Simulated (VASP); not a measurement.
Set up this calculation in VASP 6.6.1, as the native input.

```yaml
Task: single point
Functional: PBE
Potentials_or_basis: VASP PAW PBE potentials, release 64 (Mg, B)
Cutoff: 520 eV
k_mesh: 10 × 10 × 8
Occupations: fermi-dirac, width 0.05 eV
Spin: no spin polarisation
Dipole_correction: no
Further_INCAR_settings: ALGO = Normal; EDIFF = 1e-06; NBANDS = 11
```

The structure of MgB2 lies in POSCAR:

```
MgB2
1.0
    3.0798828021      0.0000000000      0.0000000000
   -1.5399414011      2.6672567473      0.0000000000
    0.0000000000      0.0000000000      3.5120605204
Mg B
1 2
Direct
    0.0000000000      0.0000000000      0.0000000000
    0.6666666667      0.3333333333      0.5000000000
    0.3333333333      0.6666666667      0.5000000000
```

The input as run:

INCAR

```
  PREC = Accurate
  ENCUT = 520
  EDIFF = 1E-6
  ISMEAR = -1
  SIGMA = 0.05
  LREAL = F
  LASPH = T
  NELM = 60
  ALGO = Normal
  ISIF = 2
  LWAVE = F
  LCHARG = T
  GGA = PE
  LELF = T
  LVHAR = T
  NBANDS = 11
```

KPOINTS

```
regular mesh
0
Gamma
  10 10 8
```

Potentials or basis: VASP PAW PBE potentials, release 64 (Mg, B).

The run is started by

```bash
$ cat potpaw_PBE.64/Mg/POTCAR potpaw_PBE.64/B/POTCAR > POTCAR
$ mpirun -np 1 vasp_std > vasp.out
```

It gave:

The pressure is -0.3 GPa. The band gap on the k mesh is zero (band 4 reaches 6.44 eV, above the bottom of band 5 at 3.97 eV).

Wall time 17 s on 1 thread of AMD EPYC 7R43 64-Core Processor (Zen 3) (shared host), peak memory 0.12 GiB.
